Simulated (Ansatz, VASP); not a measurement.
# SnO2 in VASP and in Ansatz

Contents of POSCAR:

```
SnO2
1.0
    5.0390046043      0.0000000000      0.0000000000
    0.0000000000      5.0391985978      0.0000000000
    0.0000000000      0.0000000000      3.2000514904
Sn O
2 4
Direct
    0.5000000000      0.5000000000      0.5000000000
    0.0000000000      0.0000000000      0.0000000000
    0.3103529917      0.3103596423      0.0000000000
    0.8103529917      0.1896403577      0.5000000000
    0.1896470083      0.8103596423      0.5000000000
    0.6896470083      0.6896403577      0.0000000000
```

File INCAR.step1:

```
SYSTEM = SnO2
ALGO     = Normal         ! electronic algorithm
EDIFF    = 1E-4           ! SCF threshold, eV
ENCUT    = 520            ! plane-wave cutoff, eV
GGA      = PE             ! functional
ISMEAR   = 0              ! smearing method
LASPH    = .True.         ! aspherical terms in the spheres
LCHARG   = .False.        ! write CHGCAR
LREAL    = .False.        ! projectors in reciprocal space
LWAVE    = .True.         ! write WAVECAR
NBANDS   = 35             ! bands
NELM     = 100            ! most SCF steps
PREC     = Accurate       ! precision mode
SIGMA    = 0.01           ! smearing width, eV
```

INCAR.step2

```
SYSTEM = SnO2
ALGO     = Normal         ! electronic algorithm
EDIFF    = 1E-6           ! SCF threshold, eV
ENCUT    = 520            ! plane-wave cutoff, eV
ISIF     = 2              ! what is computed and relaxed
ISMEAR   = 0              ! smearing method
ISTART   = 1            
LASPH    = .True.         ! aspherical terms in the spheres
LCHARG   = .False.        ! write CHGCAR
LMIXTAU  = .True.       
LREAL    = .False.        ! projectors in reciprocal space
LWAVE    = .False.        ! write WAVECAR
METAGGA  = R2SCAN         ! meta-GGA
NBANDS   = 35             ! bands
NELM     = 100            ! most SCF steps
PREC     = Accurate       ! precision mode
SIGMA    = 0.01           ! smearing width, eV
```

File KPOINTS:

```
k-points
0
Gamma
  6 6 8
  0 0 0
```

Input for Ansatz:

```yaml
crystal:
  lattice:
    - [5.0390046043, 0.0, 0.0]
    - [0.0, 5.0391985978, 0.0]
    - [0.0, 0.0, 3.2000514904]
  atoms:
    - { symbol: Sn, position: [0.5, 0.5, 0.5] }
    - { symbol: Sn, position: [0.0, 0.0, 0.0] }
    - { symbol: O, position: [0.3103529917, 0.3103596423, 0.0] }
    - { symbol: O, position: [0.8103529917, 0.1896403577, 0.5] }
    - { symbol: O, position: [0.1896470083, 0.8103596423, 0.5] }
    - { symbol: O, position: [0.6896470083, 0.6896403577, 0.0] }
kpoints:
  mp_grid: { grid: [6, 6, 8] }
  band_path:
    path:
      - [0.0, 0.0, 0.0]
      - [0.0, 0.5000096244, 0.0]
      - [0.4999903756, 0.5000096244, 0.0]
      - [0.0, 0.0, 0.5]
      - [0.0, 0.5000096244, 0.5]
      - [0.4999903756, 0.5000096244, 0.5]
    npoints: 1
hamiltonian:
  xc: r2scan
scf:
  occupations: { method: fixed }
  n_extra_bands: 5
output:
  forces: true
  stress: true
  eigenvalues: true
```

Change from the starting cell: biaxial_xy strain +5.8%.

Alike in both runs: task single point; functional r2SCAN; k mesh 6 × 6 × 8; no spin polarisation.

```csv
,VASP,Ansatz
version,VASP 6.6.1,Ansatz 0.2.0
potentials or method,"VASP PAW PBE potentials, release 64 (Sn_d, O)","plane waves, PAW"
plane-wave cutoff (eV),520,500
occupations,"gaussian, width 0.01 eV",fixed
valence electrons in the cell,52,52
```

```csv
,VASP,Ansatz,Ansatz less VASP
gap on the k mesh at the Fermi level (eV),0.91,0.90,-0.006
pressure (GPa),-14.6,-15.3,-0.75
"traceless stress, the component that is largest in VASP (GPa)",3.23,2.73,-0.491
rms of the force components (eV/Å),0.026,0.000,-0.0258
```

VASP's potentials were made for PBE, not for r2SCAN. Atom by atom the forces differ by 0.027 eV/Å (rms over components). Ansatz's warnings: near symmetry operations not taken.
